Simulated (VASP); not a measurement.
Set up this calculation in VASP 6.6.1, as the native input.

```yaml
Task: single point
Functional: PBE
Potentials_or_basis: VASP PAW PBE potentials, release 64 (Ag, Cl)
Cutoff: 520 eV
k_mesh: 8 × 8 × 8
Occupations: fermi-dirac, width 0.02 eV
Spin: no spin polarisation
Dipole_correction: no
Further_INCAR_settings: ALGO = Normal; EDIFF = 1e-06; NBANDS = 16
```

The structure of AgCl lies in POSCAR:

```
AgCl
1.0
    0.0924394605      2.8656232746      2.8656232746
    2.8656232746      0.0924394605      2.8656232746
    2.8656232746      2.8656232746      0.0924394605
Ag Cl
1 1
Direct
    0.0000000000      0.0000000000      0.0000000000
    0.5000000000      0.5000000000      0.5000000000
```

This cell differs from its parent crystal: strain along [111] +5.0%.

One way to write it, as run:

INCAR

```
SYSTEM = AgCl
PREC = Accurate
ENCUT = 520
EDIFF = 1E-6
ISMEAR = -1
SIGMA = 0.02
LREAL = .FALSE.
LASPH = .TRUE.
NELM = 60
ALGO = Normal
ISIF = 2
LWAVE = .FALSE.
LCHARG = .FALSE.
GGA = PE
NBANDS = 16
```

KPOINTS

```
regular mesh
0
G
  8 8 8
  0 0 0
```

Potentials or basis: VASP PAW PBE potentials, release 64 (Ag, Cl).

Run with:

```sh
$ cat potpaw_PBE.64/Ag/POTCAR potpaw_PBE.64/Cl/POTCAR > POTCAR
$ mpirun -np 1 vasp_std > vasp.out
```

It gave:

The pressure is -0.7 GPa. The band gap on the k mesh is 0.88 eV (least direct gap 2.96 eV).

Caveat: the cell differs from its parent crystal (strain along [111] +5.0%).

It took 42 s on 1 thread of Intel(R) Xeon(R) Platinum 8488C (Sapphire Rapids), with other jobs on the host, peak memory 0.19 GiB.
